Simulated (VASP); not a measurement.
Wanted: the native input for a VASP 6.6.1 run.

* Task: single point
* Functional: LDA
* Potentials or basis: VASP PAW LDA potentials, release 64 (Ca_sv)
* Cutoff: 520 eV
* k mesh: 7 × 7 × 10
* Occupations: fermi-dirac, width 0.1 eV
* Spin: no spin polarisation
* Dipole correction: no
* Further INCAR settings: ALGO = Normal; EDIFF = 1e-07; NBANDS = 22

The structure of Ca lies in POSCAR:

```
Ca
1.0
    6.2249335004      0.0000000000      0.0000000000
   -3.1124667502      5.3909505483      0.0000000000
    0.0000000000      0.0000000000      3.7127399633
Ca
3
Direct
    0.0000000000      1.0000000000      0.0000000000
    0.3333333333      0.6666666667      0.5000000000
    0.6666666667      0.3333333333      0.5000000000
```

This isn't the form of Ca at room conditions, which is fcc.

One way to write it, as run:

INCAR

```
SYSTEM = Ca
PREC = Accurate
ENCUT = 520
EDIFF = 1E-7
ISMEAR = -1
SIGMA = 0.1
LREAL = .False.
LASPH = .True.
NELM = 80
ALGO = Normal
ISIF = 2
LWAVE = .False.
LCHARG = .True.
GGA = CA
LELF = .True.
LVHAR = .True.
NBANDS = 22
```

KPOINTS

```
regular mesh
0
Gamma
  7 7 10
  0 0 0
```

Potentials or basis: VASP PAW LDA potentials, release 64 (Ca_sv).

Launch:

```console
$ cat potpaw_LDA.64/Ca_sv/POTCAR > POTCAR
$ mpirun -np 1 vasp_std > vasp.out
```

It gave:

* Pressure: -1.3 GPa
* Band gap on the k mesh: zero (bands 15 and 16 overlap by 0.25 eV)

It took 2.5 min on 1 thread of Intel(R) Xeon(R) Platinum 8488C (Sapphire Rapids), with other jobs on the host, peak memory 0.25 GiB.
